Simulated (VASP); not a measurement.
# TaPSe4 (F-43m) in VASP: density of states with PBE

Aim: the density of states of TaPSe4 with PBE.

Everything below comes from runs of VASP 6.6.1. Logs are shortened: lines on timing, memory, paths and dates and some standing lists are left out, and cuts for length are marked.

### Step 1. The cell of the first run

The structure is cubic, space group F-43m (No. 216). Conventional cell: a = 7.762 Å, b = 7.762 Å, c = 7.762 Å, α = 90.00°, β = 90.00°, γ = 90.00°. Ta (site symmetry -43m) has 12 Se at 3.22 Å and 4 P at 3.36 Å within 4.2 Å. P (site symmetry -43m) has 12 Se at 3.22 Å and 4 Ta at 3.36 Å within 4.2 Å. Within 3.6 Å of Se (site symmetry 3m) lie 6 Se at 2.73 to 2.76 Å and 3 Ta at 3.22 Å and 3 P at 3.22 Å.

### Step 2. Density of states, PBE

Contents of POSCAR:

```
TaPSe4
1.0
    0.0000000000      3.8809887507      3.8809887507
    3.8809887507      0.0000000000      3.8809887507
    3.8809887507      3.8809887507      0.0000000000
Ta P Se
1 1 4
Direct
    0.0000000000      0.0000000000      0.0000000000
    0.2500000000      0.2500000000      0.2500000000
    0.6258018474      0.6258018474      0.1225944578
    0.6258018474      0.1225944578      0.6258018474
    0.1225944578      0.6258018474      0.6258018474
    0.6258018474      0.6258018474      0.6258018474
```

Contents of INCAR.step1:

```
  PREC = Accurate
  ENCUT = 520
  EDIFF = 1E-7
  ISMEAR = 0
  SIGMA = 0.1
  LREAL = F
  LASPH = T
  NELM = 100
  ALGO = Normal
  ISIF = 2
  LWAVE = F
  LCHARG = T
  LMAXMIX = 4
  GGA = PE
  NBANDS = 29
```

Contents of KPOINTS.step1:

```
regular mesh
0
Gamma
  8 8 8
```

Contents of INCAR.step2:

```
  PREC = Accurate
  ENCUT = 520
  EDIFF = 1E-7
  ISMEAR = -5
  SIGMA = 0.1
  LREAL = F
  LASPH = T
  NELM = 100
  ALGO = Normal
  ISIF = 2
  LWAVE = F
  LCHARG = F
  LMAXMIX = 4
  GGA = PE
  LORBIT = 10
  NEDOS = 2001
  ICHARG = 11
```

Contents of KPOINTS.step2:

```
regular mesh
0
Gamma
  12 12 12
```

Potentials or basis: VASP PAW PBE potentials, release 64 (Ta_pv, P, Se).

Launch:

```console
$ cat potpaw_PBE.64/Ta_pv/POTCAR potpaw_PBE.64/P/POTCAR potpaw_PBE.64/Se/POTCAR > POTCAR
$ cp INCAR.step1 INCAR
$ cp KPOINTS.step1 KPOINTS
$ mpirun -np 1 vasp_std > vasp.out
$ cp INCAR.step2 INCAR
$ cp KPOINTS.step2 KPOINTS
$ mpirun -np 1 vasp_std > vasp.out
```

OUTCAR:

```text
PREC = Accurate
   ENCUT = 520
   EDIFF = 1E-7
   ISMEAR = -5
   LREAL = F
   LASPH = T
   NELM = 100
   ISIF = 2
   GGA = PE
   LORBIT = 10
   ICHARG = 11

 ion  position               nearest neighbor table
   1  0.000  0.000  0.000-
   2  0.250  0.250  0.250-
   3  0.626  0.626  0.123-   4 2.73   5 2.73   6 2.73   6 2.76   4 2.76   5 2.76
   4  0.626  0.123  0.626-   3 2.73   5 2.73   6 2.73   3 2.76   6 2.76   5 2.76
   5  0.123  0.626  0.626-   3 2.73   4 2.73   6 2.73   6 2.76   3 2.76   4 2.76
   6  0.626  0.626  0.626-   3 2.73   4 2.73   5 2.73   3 2.76   4 2.76   5 2.76

  LATTYP: Found a face centered cubic cell.
 ALAT       =     7.7619775014

  Lattice vectors:

 A1 = (   0.0000000000,   3.8809887507,   3.8809887507)
 A2 = (   3.8809887507,   0.0000000000,   3.8809887507)
 A3 = (   3.8809887507,   3.8809887507,   0.0000000000)

Analysis of symmetry for initial positions (statically):
=====================================================================
 Subroutine PRICEL returns:
 Original cell was already a primitive cell.

 Routine SETGRP: Setting up the symmetry group for a
 face centered cubic supercell.

 Subroutine GETGRP returns: Found 24 space group operations
 (whereof 24 operations were pure point group operations)
 out of a pool of 48 trial point group operations.

The static configuration has the point symmetry T_d .

Analysis of symmetry for dynamics (positions and initial velocities):
=====================================================================
 Subroutine PRICEL returns:
 Original cell was already a primitive cell.

 Routine SETGRP: Setting up the symmetry group for a
 face centered cubic supercell.

 Subroutine GETGRP returns: Found 24 space group operations
 (whereof 24 operations were pure point group operations)
 out of a pool of 48 trial point group operations.

The dynamic configuration has the point symmetry T_d .

 Subroutine INISYM returns: Found 24 space group operations
 (whereof 24 operations are pure point group operations),
 and found     1 'primitive' translations

----------------------------------------------------------------------------------------

                                     Primitive cell

  volume of cell :     116.9115

  direct lattice vectors                    reciprocal lattice vectors
     0.000000000  3.880988751  3.880988751    -0.128833148  0.128833148  0.128833148
     3.880988751  0.000000000  3.880988751     0.128833148 -0.128833148  0.128833148
     3.880988751  3.880988751  0.000000000     0.128833148  0.128833148 -0.128833148

  length of vectors
     5.488546927  5.488546927  5.488546927     0.223145559  0.223145559  0.223145559

  position of ions in fractional coordinates (direct lattice)
     0.000000000  0.000000000  0.000000000
     0.250000000  0.250000000  0.250000000
     0.625801847  0.625801847  0.122594458
     0.625801847  0.122594458  0.625801847
     0.122594458  0.625801847  0.625801847
     0.625801847  0.625801847  0.625801847

  ion indices of the primitive-cell ions
   primitive index   ion index
                 1           1
                 2           2
                 3           3
                 4           4
                 5           5
                 6           6

----------------------------------------------------------------------------------------

 KPOINTS: regular mesh

Automatic generation of k-mesh.
 Grid dimensions read from file:
 generate k-points for:   12   12   12

 Generating k-lattice:

  Cartesian coordinates                     Fractional coordinates (reciprocal lattice)
    -0.010736096  0.010736096  0.010736096     0.083333333  0.000000000  0.000000000
     0.010736096 -0.010736096  0.010736096     0.000000000  0.083333333  0.000000000
     0.010736096  0.010736096 -0.010736096     0.000000000  0.000000000  0.083333333

  Length of vectors
     0.018595463  0.018595463  0.018595463

  Shift w.r.t. Gamma in fractional coordinates (k-lattice)
     0.000000000  0.000000000  0.000000000

 TETIRR: Found    247 inequivalent tetrahedra from    10368

 Subroutine IBZKPT returns following result:
 ===========================================

 Found     72 irreducible k-points:

 Following reciprocal coordinates:
            Coordinates               Weight
  0.000000  0.000000  0.000000      1.000000
  0.083333  0.000000  0.000000      8.000000
  0.166667  0.000000  0.000000      8.000000
  0.250000  0.000000  0.000000      8.000000
  0.333333  0.000000  0.000000      8.000000
  0.416667  0.000000  0.000000      8.000000
[... 16 lines left out ...]
  0.500000  0.166667  0.000000     24.000000
 -0.416667  0.166667  0.000000     24.000000
 [... further k-points ...]
   k-points           NKPTS =     72   k-points in BZ     NKDIM =     72   number of bands    NBANDS=     24
   number of dos      NEDOS =   2001   number of ions     NIONS =      6
   total plane-waves  NPLWV =  74088
   dimension x,y,z NGX =    42 NGY =   42 NGZ =   42
   dimension x,y,z NGXF=    84 NGYF=   84 NGZF=   84
   ions per type =               1   1   4
   NGX,Y,Z   is equivalent  to a cutoff of  12.72, 12.72, 12.72 a.u.
   NGXF,Y,Z  is equivalent  to a cutoff of  25.44, 25.44, 25.44 a.u.
 SYSTEM =  unknown system
   PREC   = accura    normal or accurate (medium, high low for compatibility)
   ISTART =      0    job   : 0-new  1-cont  2-samecut
   ICHARG =     11    charge: 1-file 2-atom 10-const
   ISPIN  =      1    spin polarized calculation?
   LNONCOLLINEAR =      F non collinear calculations
   LSORBIT =      F    spin-orbit coupling
   LASPH  =      T    aspherical Exc in radial PAW
   ENCUT  =  520.0 eV  38.22 Ry    6.18 a.u.  10.21 10.21 10.21*2*pi/ulx,y,z
   NELM   =    100;   NELMIN=  2; NELMDL=  0     # of ELM steps
   EDIFF  = 0.1E-06   stopping-criterion for ELM
   LREAL  =      F    real-space projection
   EDIFFG = 0.1E-05   stopping-criterion for IOM
   NSW    =      0    number of steps for IOM
   IBRION =     -1    ionic relax: 0-MD 1-quasi-New 2-CG
   NFREE  =      0    steps in history (QN), initial steepest desc. (CG)
   ISIF   =      2    stress and relaxation
   ISYM   =      2    0-nonsym 1-usesym 2-fastsym
   POTIM  = 0.5000    time-step for ionic-motion
   TEBEG  =    0.0;   TEEND  =   0.0 temperature during run
   PSTRESS=    0.0 pullay stress
   NELECT =      40.0000    total number of electrons
   NUPDOWN=      -1.0000    fix difference up-down
   EMIN   =  10.00;   EMAX   =-10.00  energy-range for DOS
   EFERMI =   0.00;   METHOD = LEGACY
   ISMEAR =    -5;   SIGMA  =   0.10  broadening in eV -4-tet -1-fermi 0-gaus
   EFERMI_NEDOS =   21; number of points for ismear=-14 and -15
   IALGO  =     38    algorithm
   IMIX   =      4    mixing-type and parameters
     AMIX     =   0.40;   BMIX     =  1.00
     AMIX_MAG =   1.60;   BMIX_MAG =  1.00
  volume/ion in A,a.u.               =      19.49       131.49
  Fermi-wavevector in a.u.,A,eV,Ry     =   1.145010  2.163754 17.837876  1.311047
  Thomas-Fermi vector in A             =   2.281700
   LORBIT       =     10    0 simple, 1 ext, 2 COOP (PROOUT), +10 PAW based schemes
   GGA     = PE    functional components
   LHFCALC =     F    Hartree Fock is set to
   AEXX    =    0.0000 exact exchange contribution
   IVDW    =     0    specifies the selected vdW correction
   LEPSILON=     F    determine dielectric tensor
   LRPA    =     F    only Hartree local field effects (RPA)
 non-spin polarized calculation
 Fermi weights with tetrahedron method with Bloechl corrections
  energy-cutoff  :      520.00
  volume of cell :      116.91
 maximum number of plane-waves:      3178
 NGX is ok and might be reduce to    42

 number of electron      40.0000004 magnetization

 Free energy of the ion-electron system (eV)
  ---------------------------------------------------
  ext. energy  EPLUGINS =         0.00000000
  ---------------------------------------------------
  free energy    TOTEN  =       -24.72244840 eV

  energy without entropy =      -24.72244840  energy(sigma->0) =      -24.72244840

 E-fermi :   6.4819     XC(G=0): -10.9302

 val. band max:        6.5324048447   @ k =  -0.2500   0.2500   0.0833
 cond. band min:       6.4744564811   @ k =  -0.3333   0.4167   0.1667
 fundamental gap:     -0.0579483636
 Fermi energy:         6.4819448325

 k-point     1 :       0.0000    0.0000    0.0000
  band No.  band energies     occupation
      1     -29.5710      2.00000
      2     -29.5710      2.00000
      3     -29.5710      2.00000
      4     -10.6487      2.00000
      5      -6.0758      2.00000
      6      -6.0758      2.00000
[... 16 lines left out ...]
     23       7.9559      0.00000
     24       7.9611      0.00000

 k-point     2 :       0.0833    0.0000    0.0000
  band No.  band energies     occupation
      1     -29.5711      2.00000
      2     -29.5711      2.00000
      3     -29.5711      2.00000
      4     -10.6122      2.00000
      5      -6.2435      2.00000
      6      -6.0868      2.00000
[... 16 lines left out ...]
     23       7.8009      0.00000
     24       7.9619      0.00000

 k-point     3 :       0.1667    0.0000    0.0000
  band No.  band energies     occupation
      1     -29.5713      2.00000
      2     -29.5711      2.00000
      3     -29.5711      2.00000
      4     -10.5051      2.00000
      5      -6.6526      2.00000
      6      -6.1164      2.00000
[... 16 lines left out ...]
     23       7.7451      0.00000
     24       7.9805      0.00000

 k-point     4 :       0.2500    0.0000    0.0000
  band No.  band energies     occupation
      1     -29.5715      2.00000
      2     -29.5711      2.00000
      3     -29.5711      2.00000
      4     -10.3359      2.00000
      5      -7.1519      2.00000
      6      -6.1557      2.00000
[... 16 lines left out ...]
     23       7.5442      0.00000
     24       8.0103      0.00000

 k-point     5 :       0.3333    0.0000    0.0000
  band No.  band energies     occupation
      1     -29.5717      2.00000
      2     -29.5711      2.00000
      3     -29.5711      2.00000
      4     -10.1253      2.00000
      5      -7.6355      2.00000
      6      -6.1938      2.00000
[... 16 lines left out ...]
     23       7.4156      0.00000
     24       7.9726      0.00000

 k-point     6 :       0.4167    0.0000    0.0000
  band No.  band energies     occupation
      1     -29.5719      2.00000
      2     -29.5712      2.00000
      3     -29.5712      2.00000
      4      -9.9228      2.00000
      5      -8.0134      2.00000
      6      -6.2211      2.00000
[... 16 lines left out ...]
     23       7.4014      0.00000
     24       7.9165      0.00000
[... 379 lines left out ...]
 k-point    21 :       0.3333    0.1667    0.0000
  band No.  band energies     occupation
      1     -29.5716      2.00000
      2     -29.5712      2.00000
      3     -29.5712      2.00000
      4     -10.1412      2.00000
      5      -7.5277      2.00000
      6      -6.2695      2.00000
[... 16 lines left out ...]
     23       7.5624      0.00000
     24       7.8397      0.00000

 k-point    22 :       0.4167    0.1667    0.0000
  band No.  band energies     occupation
      1     -29.5718      2.00000
      2     -29.5713      2.00000
      3     -29.5712      2.00000
      4      -9.9247      2.00000
      5      -7.9309      2.00000
      6      -6.3371      2.00000
[... 16 lines left out ...]
     23       7.4104      0.00000
     24       7.7385      0.00000

 k-point    23 :       0.5000    0.1667    0.0000
  band No.  band energies     occupation
      1     -29.5719      2.00000
      2     -29.5713      2.00000
      3     -29.5712      2.00000
      4      -9.7423      2.00000
      5      -8.2205      2.00000
      6      -6.3911      2.00000
[... 16 lines left out ...]
     23       7.3001      0.00000
     24       7.5501      0.00000

 k-point    24 :      -0.4167    0.1667    0.0000
  band No.  band energies     occupation
      1     -29.5719      2.00000
      2     -29.5713      2.00000
      3     -29.5712      2.00000
      4      -9.7125      2.00000
      5      -8.2633      2.00000
      6      -6.4171      2.00000
[... 16 lines left out ...]
     23       7.3093      0.00000
     24       7.3400      0.00000

 [... further k-points ...]

------------------------ aborting loop because EDIFF is reached ----------------------------------------

  FORCE on cell =-STRESS in cart. coord.  units (eV):
  Direction    XX          YY          ZZ          XY          YZ          ZX
  --------------------------------------------------------------------------------------
  -------------------------------------------------------------------------------------
  Total       -0.1473163     -0.1473163     -0.1473163     -0.0000000      0.0000000     -0.0000000
  in kB       -2.0188508     -2.0188508     -2.0188508     -0.0000000      0.0000000     -0.0000000
  external PRESSURE =      -2.0188508 kB  Pullay stress =       0.0000000 kB

 VOLUME and BASIS-vectors are now :
 -----------------------------------------------------------------------------
  energy-cutoff  :      520.00
  volume of cell :      116.91
      direct lattice vectors                 reciprocal lattice vectors
     0.000000000  3.880988751  3.880988751    -0.128833148  0.128833148  0.128833148
     3.880988751  0.000000000  3.880988751     0.128833148 -0.128833148  0.128833148
     3.880988751  3.880988751  0.000000000     0.128833148  0.128833148 -0.128833148

 POSITION                                       TOTAL-FORCE (eV/Angst)
 -----------------------------------------------------------------------------------
      0.00000      0.00000      0.00000         0.000000      0.000000      0.000000
      1.94049      1.94049      1.94049         0.000000      0.000000      0.000000
      2.90452      2.90452      4.85746        -0.027218     -0.027218      0.027218
      2.90452      4.85746      2.90452        -0.027218      0.027218     -0.027218
      4.85746      2.90452      2.90452         0.027218     -0.027218     -0.027218
      4.85746      4.85746      4.85746         0.027218      0.027218      0.027218
 -----------------------------------------------------------------------------------
    total drift:                                0.000000      0.000000      0.000000

  FREE ENERGIE OF THE ION-ELECTRON SYSTEM (eV)
  ---------------------------------------------------
  free  energy   TOTEN  =       -24.7224484044 eV

  energy  without entropy=      -24.7224484044  energy(sigma->0) =      -24.72244840

 total charge

# of ion       s       p       d       tot
------------------------------------------
    1        0.245   6.011   2.113   8.369
    2        1.142   1.193   0.000   2.335
    3        1.551   2.069   0.094   3.714
    4        1.551   2.069   0.094   3.714
    5        1.551   2.069   0.094   3.714
    6        1.551   2.069   0.094   3.714
--------------------------------------------------
tot          7.593  15.481   2.487  25.561
```

Wall time 4.4 min (1 thread of Intel Xeon Platinum 8488C (Sapphire Rapids), shared host); peak memory 0.38 GiB.

What came out:

| Quantity | Value |
| --- | --- |
| Valence electrons inside the program's atomic spheres | Ta 8.37; P 2.33; Se 3.71 |

Caveat: spin-orbit coupling is left out, which moves the levels of the heavy elements; tetrahedron occupations give inexact forces and stress in metals.
